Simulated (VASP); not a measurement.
A run of VASP 6.6.1:

INCAR

```
SYSTEM = Zn3InN3
PREC = Accurate ; ENCUT = 600
EDIFF = 1E-6 ; ISMEAR = 0
SIGMA = 0.1 ; LREAL = .False.
LASPH = .True. ; NELM = 150
ALGO = Normal ; ISIF = 3
LWAVE = .False. ; LCHARG = .False.
ISPIN = 2 ; MAGMOM = 0 0 0 0 1 1 1
LORBIT = 11 ; GGA = PE
IBRION = 2 ; NSW = 90
EDIFFG = -0.04
```

File KPOINTS:

```
Automatic mesh
0
Gamma
  4 4 4
  0 0 0
```

File POSCAR:

```
Zn3InN3
1.0
    4.6690763600      0.0000000000      0.0000000000
    0.0000000000      4.6690763600      0.0000000000
    0.0000000000      0.0000000000      4.6690763600
Zn In N
3 1 3
Direct
    0.5000000000      0.5000000000      0.0000000000
    0.0000000000      0.5000000000      0.5000000000
    0.5000000000      0.0000000000      0.5000000000
    0.5000000000      0.5000000000      0.5000000000
    0.5000000000      0.0000000000      0.0000000000
    0.0000000000      0.5000000000      0.0000000000
    0.0000000000      0.0000000000      0.5000000000
```

Potentials or basis: VASP PAW PBE potentials, release 64 (Zn, In_d, N).

The run is started by

```console
$ cat potpaw_PBE.64/Zn/POTCAR potpaw_PBE.64/In_d/POTCAR potpaw_PBE.64/N/POTCAR > POTCAR
$ mpirun -np 1 vasp_std > vasp.out
```

Hardware: 1 thread of Intel(R) Xeon(R) 6975P-C (Granite Rapids) (shared host).

How long does it take, and how much memory?

Run time: 2.3 min on 1 thread of Intel(R) Xeon(R) 6975P-C (Granite Rapids), on a shared host, peak memory 0.33 GiB. Counts: scf iterations 36, k points 10, ion steps 3.
